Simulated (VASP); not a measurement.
Mg: single point with PBE

Crystal: Mg.

```
CELL_PARAMETERS angstrom
0.02244 2.25548 2.25548
2.25548 0.02244 2.25548
2.25548 2.25548 0.02244
ATOMIC_POSITIONS crystal
Mg 0.00000 0.00000 0.00000
```

This cell differs from its parent crystal: equal xy, yz and zx shear strains of +1 %.

```yaml
Program: VASP 6.6.1
Task: single point
Functional: PBE
Potentials_or_basis: VASP PAW PBE potentials, release 64 (Mg)
Cutoff: 520 eV
k_mesh: 16 × 16 × 16
Occupations: fermi-dirac, width 0.03 eV
Spin: no spin polarisation
```

| Property | Result |
| --- | --- |
| Pressure | 0.7 GPa |
| Band gap on the k mesh | zero (band 1 reaches 4.13 eV, above the bottom of band 2 at 1.28 eV) |

Stress tensor (GPa, compression positive):
```
 0.72 -0.18 -0.18
-0.18  0.72 -0.18
-0.18 -0.18  0.72
```

Levels at points of the mesh, in eV from the Fermi level:
```csv
k point,band 1,band 2,band 3,band 4
"(0.00, 0.00, 0.00)",-6.98,12.20,12.60,12.60
"(0.50, 0.00, 0.00)",-1.70,-1.23,11.18,11.45
"(0.50, 0.50, 0.00)",-0.22,0.82,6.13,6.89
"(0.50, 0.50, 0.50)",-1.80,-1.41,11.51,11.51
```

Wall time 24 s on 1 thread of Intel(R) Xeon(R) Platinum 8488C (Sapphire Rapids) (shared host), peak memory 0.19 GiB.

Caveat: the cell differs from its parent crystal (equal xy, yz and zx shear strains of +1 %).
